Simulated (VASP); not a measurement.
# LaCuTe2 (R-3m) in VASP: settings compared

Aim: see how the results for LaCuTe2 move with the level of theory and the settings. Levels: PBE, r2SCAN. Tasks: single point.

Program: VASP 6.6.1. These are calculated values, not measurements. Logs are shortened: lines on timing, memory, paths and dates and some standing lists are left out, and cuts for length are marked.

## (1) The cell of the first run

Symmetry: R-3m, No. 166, trigonal system. Conventional cell: a = 4.574 Å, b = 4.574 Å, c = 20.550 Å, α = 90.00°, β = 90.00°, γ = 120.00°. Within 4.0 Å of Cu (site symmetry -3m) lie 6 Te at 3.03 Å. La (site symmetry -3m) has 6 Te at 3.28 Å within 4.3 Å. Within 4.0 Å of Te (site symmetry 3m) lie 3 Cu at 3.03 Å and 3 La at 3.28 Å and 3 Te at 3.97 Å.

## (2) Single point, PBE (volume changed by +6%)

Contents of INCAR:

```
  PREC = Accurate
  ENCUT = 520
  EDIFF = 1E-6
  ISMEAR = 0
  SIGMA = 0.01
  LREAL = False
  LASPH = True
  NELM = 100
  ALGO = Normal
  ISIF = 2
  LWAVE = False
  LCHARG = False
  GGA = PE
  NBANDS = 25
```

Contents of KPOINTS:

```
Automatic mesh
0
Gamma
  6 6 6
```

Contents of POSCAR:

```
LaCuTe2
1.0
    2.2868264749      1.3202998809      6.8499098873
   -2.2868264749      1.3202998809      6.8499098873
    0.0000000000     -2.6405997618      6.8499098873
Cu La Te
1 1 2
Direct
    1.0000000000      0.0000000000      0.0000000000
    0.5000000000      0.5000000000      0.5000000000
    0.2613436614      0.2613436614      0.2613436614
    0.7386563386      0.7386563386      0.7386563386
```

Potentials or basis: VASP PAW PBE potentials, release 64 (Cu, La, Te).

Started as:

```
cat potpaw_PBE.64/Cu/POTCAR potpaw_PBE.64/La/POTCAR potpaw_PBE.64/Te/POTCAR > POTCAR
mpirun -np 1 vasp_std > vasp.out
```

OUTCAR:

```text
PREC = Accurate
   ENCUT = 520
   EDIFF = 1E-6
   ISMEAR = 0
   LREAL = False
   LASPH = True
   NELM = 100
   ISIF = 2
   GGA = PE

 ion  position               nearest neighbor table
   1  0.000  0.000  0.000-   4 3.03   4 3.03   3 3.03   3 3.03   4 3.03   3 3.03
   2  0.500  0.500  0.500-   3 3.28   3 3.28   4 3.28   4 3.28   3 3.28   4 3.28
   3  0.261  0.261  0.261-   1 3.03   1 3.03   1 3.03   2 3.28   2 3.28   2 3.28
   4  0.739  0.739  0.739-   1 3.03   1 3.03   1 3.03   2 3.28   2 3.28   2 3.28

  LATTYP: Found a trigonal (rhomboedric) cell.
 ALAT       =     7.3412555170
 COS(alpha) =     0.8059311921

  Lattice vectors:

 A1 = (   2.2868264749,   1.3202998809,   6.8499098873)
 A2 = (  -2.2868264749,   1.3202998809,   6.8499098873)
 A3 = (   0.0000000000,  -2.6405997618,   6.8499098873)

Analysis of symmetry for initial positions (statically):
=====================================================================
 Subroutine PRICEL returns:
 Original cell was already a primitive cell.

 Routine SETGRP: Setting up the symmetry group for a
 trigonal (rhombohedral) supercell.

 Subroutine GETGRP returns: Found 12 space group operations
 (whereof 12 operations were pure point group operations)
 out of a pool of 12 trial point group operations.

The static configuration has the point symmetry D_3d.

Analysis of symmetry for dynamics (positions and initial velocities):
=====================================================================
 Subroutine PRICEL returns:
 Original cell was already a primitive cell.

 Routine SETGRP: Setting up the symmetry group for a
 trigonal (rhombohedral) supercell.

 Subroutine GETGRP returns: Found 12 space group operations
 (whereof 12 operations were pure point group operations)
 out of a pool of 12 trial point group operations.

The dynamic configuration has the point symmetry D_3d.

 Subroutine INISYM returns: Found 12 space group operations
 (whereof 12 operations are pure point group operations),
 and found     1 'primitive' translations

----------------------------------------------------------------------------------------

                                     Primitive cell

  volume of cell :     124.0915

  direct lattice vectors                    reciprocal lattice vectors
     2.286826475  1.320299881  6.849909887     0.218643612  0.126233948  0.048662441
    -2.286826475  1.320299881  6.849909887    -0.218643612  0.126233948  0.048662441
     0.000000000 -2.640599762  6.849909887     0.000000000 -0.252467896  0.048662441
[... 89 lines left out ...]
   LREAL  =      F    real-space projection
   EDIFFG = 0.1E-04   stopping-criterion for IOM
   NSW    =      0    number of steps for IOM
   IBRION =     -1    ionic relax: 0-MD 1-quasi-New 2-CG
   NFREE  =      0    steps in history (QN), initial steepest desc. (CG)
   ISIF   =      2    stress and relaxation
   ISYM   =      2    0-nonsym 1-usesym 2-fastsym
   POTIM  = 0.5000    time-step for ionic-motion
   TEBEG  =    0.0;   TEEND  =   0.0 temperature during run
   PSTRESS=    0.0 pullay stress
   NELECT =      34.0000    total number of electrons
   NUPDOWN=      -1.0000    fix difference up-down
   EMIN   =  10.00;   EMAX   =-10.00  energy-range for DOS
   EFERMI =   0.00;   METHOD = LEGACY
   ISMEAR =     0;   SIGMA  =   0.01  broadening in eV -4-tet -1-fermi 0-gaus
   EFERMI_NEDOS =   21; number of points for ismear=-14 and -15
   IALGO  =     38    algorithm
   IMIX   =      4    mixing-type and parameters
     AMIX     =   0.40;   BMIX     =  1.00
     AMIX_MAG =   1.60;   BMIX_MAG =  1.00
  volume/ion in A,a.u.               =      31.02       209.35
  Fermi-wavevector in a.u.,A,eV,Ry     =   1.063295  2.009336 15.382700  1.130597
  Thomas-Fermi vector in A             =   2.198775
   LORBIT       =      0    0 simple, 1 ext, 2 COOP (PROOUT), +10 PAW based schemes
   GGA     = PE    functional components
   LHFCALC =     F    Hartree Fock is set to
   AEXX    =    0.0000 exact exchange contribution
   IVDW    =     0    specifies the selected vdW correction
   LEPSILON=     F    determine dielectric tensor
   LRPA    =     F    only Hartree local field effects (RPA)
 non-spin polarized calculation
 Gauss-broadening in eV      SIGMA  =   0.01
  energy-cutoff  :      520.00
  volume of cell :      124.09
 maximum number of plane-waves:      3374
 NGX is ok and might be reduce to    56
   NGX = 27   NGY = 27   NGZ = 27

 number of electron      34.0000004 magnetization

 Free energy of the ion-electron system (eV)
  ---------------------------------------------------
  ext. energy  EPLUGINS =         0.00000000
  ---------------------------------------------------
  free energy    TOTEN  =       -17.98721901 eV

  energy without entropy =      -17.98721901  energy(sigma->0) =      -17.98721901

 E-fermi :   5.7654     XC(G=0):  -9.3240

 val. band max:        5.6861699099   @ k =   0.1667   0.1667   0.0000
 cond. band min:       6.5858456840   @ k =   0.5000   0.5000   0.0000
 fundamental gap:      0.8996757741
 Fermi energy:         5.7654349617

 k-point     1 :       0.0000    0.0000    0.0000
  band No.  band energies     occupation
      1     -27.1720      2.00000
      2     -11.0033      2.00000
      3     -10.7862      2.00000
      4     -10.7862      2.00000
      5      -5.3400      2.00000
      6      -4.1156      2.00000
[... 661 lines left out ...]
     24       7.7634      0.00000
     25       7.8055      0.00000

 [... further k-points ...]

------------------------ aborting loop because EDIFF is reached ----------------------------------------

  FORCE on cell =-STRESS in cart. coord.  units (eV):
  Direction    XX          YY          ZZ          XY          YZ          ZX
  --------------------------------------------------------------------------------------
  -------------------------------------------------------------------------------------
  Total       -2.0576504     -2.0576504     -1.9564792      0.0000000     -0.0000000      0.0000000
  in kB      -26.5668630    -26.5668630    -25.2606148      0.0000000     -0.0000000      0.0000000
  external PRESSURE =     -26.1314470 kB  Pullay stress =       0.0000000 kB

 VOLUME and BASIS-vectors are now :
 -----------------------------------------------------------------------------
  energy-cutoff  :      520.00
  volume of cell :      124.09
      direct lattice vectors                 reciprocal lattice vectors
     2.286826475  1.320299881  6.849909887     0.218643612  0.126233948  0.048662441
    -2.286826475  1.320299881  6.849909887    -0.218643612  0.126233948  0.048662441
     0.000000000 -2.640599762  6.849909887     0.000000000 -0.252467896  0.048662441

 POSITION                                       TOTAL-FORCE (eV/Angst)
 -----------------------------------------------------------------------------------
      0.00000      0.00000      0.00000        -0.000000     -0.000000      0.000000
      0.00000      0.00000     10.27486         0.000000     -0.000000      0.000000
      0.00000      0.00000      5.37054        -0.000000     -0.000000     -0.174373
      0.00000      0.00000     15.17919        -0.000000      0.000000      0.174373
 -----------------------------------------------------------------------------------
    total drift:                               -0.000000     -0.000000      0.000000

  FREE ENERGIE OF THE ION-ELECTRON SYSTEM (eV)
  ---------------------------------------------------
  free  energy   TOTEN  =       -17.9872190145 eV

  energy  without entropy=      -17.9872190145  energy(sigma->0) =      -17.98721901
```

stdout:

```text
POSCAR found type information on POSCAR CuLaTe
 POSCAR found :  3 types and       4 ions
 scaLAPACK will be used
 LDA part: xc-table for (Slater+PW92), standard interpolation
 POSCAR, INCAR and KPOINTS ok, starting setup
 FFT: planning ... GRIDC
 FFT: planning ... GRID_SOFT
 FFT: planning ... GRID
 WAVECAR not read
 entering main loop
```

It took 3.9 min on 1 thread of Intel Xeon 6975P-C (Granite Rapids), shared host; peak memory 0.51 GiB.

What came out:

| Quantity | Value |
| --- | --- |
| Free energy | -17.9872 eV |
| Pressure | -2.6 GPa |
| Largest force | 0.174 eV/Å |
| Band gap on the k mesh | 0.90 eV, indirect (least direct gap 1.33 eV) |

Forces in eV/Å, atoms in the order of the input:
```
Cu   0.000  0.000  0.000
La   0.000  0.000  0.000
Te   0.000  0.000 -0.174
Te   0.000  0.000  0.174
```

Levels at points of the mesh, in eV from the valence-band top:
```csv
k point,band 15,band 16,band 17,band 18,band 19,band 20
"(0.00, 0.00, 0.00)",-0.69,-0.69,-0.14,1.50,1.80,1.95
"(0.50, 0.00, 0.00)",-1.30,-0.28,-0.04,1.45,1.89,1.90
"(0.50, 0.50, 0.00)",-1.15,-0.59,-0.43,0.90,1.52,1.80
"(0.50, 0.50, 0.50)",-1.23,-0.02,-0.02,1.57,1.81,1.90
```

Caveat: spin-orbit coupling is left out, which moves the levels of the heavy elements.

## (3) Single point, r2SCAN (volume changed by -6%)

Contents of POSCAR:

```
LaCuTe2
1.0
    2.1921886404      1.2656607017      6.6117545048
   -2.1921886404      1.2656607017      6.6117545048
    0.0000000000     -2.5313214033      6.6117545048
Cu La Te
1 1 2
Direct
    1.0000000000      0.0000000000      0.0000000000
    0.5000000000      0.5000000000      0.5000000000
    0.2608883541      0.2608883541      0.2608883541
    0.7391116459      0.7391116459      0.7391116459
```

Contents of INCAR.step1:

```
PREC = Accurate ; ENCUT = 520
ISMEAR = 0 ; SIGMA = 0.01
LREAL = False ; LASPH = True
NELM = 80 ; NBANDS = 25
GGA = PE ; ALGO = Normal
EDIFF = 1E-4 ; LWAVE = True
LCHARG = False
```

Contents of INCAR.step2:

```
PREC = Accurate ; ENCUT = 520
EDIFF = 1E-6 ; ISMEAR = 0
SIGMA = 0.01 ; LREAL = False
LASPH = True ; NELM = 80
ALGO = Normal ; ISIF = 2
LWAVE = False ; LCHARG = False
METAGGA = R2SCAN ; LMIXTAU = True
NBANDS = 25 ; ISTART = 1
```

KPOINTS is that of step 2.

Potentials or basis: VASP PAW PBE potentials, release 64 (Cu, La, Te).

Started as:

```
cat potpaw_PBE.64/Cu/POTCAR potpaw_PBE.64/La/POTCAR potpaw_PBE.64/Te/POTCAR > POTCAR
cp INCAR.step1 INCAR
mpirun -np 1 vasp_std > vasp.out
cp INCAR.step2 INCAR
mpirun -np 1 vasp_std > vasp.out
```

It took 15 min on 1 thread of Intel Xeon 6975P-C (Granite Rapids), shared host; peak memory 0.5 GiB.

Results (log left out):

| Item | Value |
| --- | --- |
| Free energy | -95.1238 eV |
| Pressure | 3.8 GPa |
| Largest force | 0.209 eV/Å |
| Band gap on the k mesh | 0.89 eV, indirect (least direct gap 1.39 eV) |

Forces on the atoms (eV/Å):
```
Cu   0.000  0.000  0.000
La   0.000  0.000  0.000
Te   0.000  0.000  0.209
Te   0.000  0.000 -0.209
```

Stress tensor (GPa, compression positive):
```
3.83 0.00 0.00
0.00 3.83 0.00
0.00 0.00 3.68
```

Levels at points of the mesh, in eV from the valence-band top:
```
           k point  band 13  band 14  band 15  band 16  band 17  band 18  band 19  band 20  band 21  band 22
(0.00, 0.00, 0.00)    -0.97    -0.97    -0.89    -0.89    -0.25     2.17     2.17     2.20     2.36     2.67
(0.50, 0.00, 0.00)    -1.61    -1.60    -1.57    -0.27    -0.04     1.61     2.54     2.58     2.62     2.64
(0.50, 0.50, 0.00)    -1.61    -1.57    -1.47    -0.78    -0.49     0.89     2.00     2.38     2.55     2.69
(0.50, 0.50, 0.50)    -1.68    -1.68    -1.47    -0.05    -0.05     1.84     2.08     2.08     2.41     2.70
```

Caveat: the PAW data sets were made with another functional, which shifts forces and pressure a little; spin-orbit coupling is left out, which moves the levels of the heavy elements.
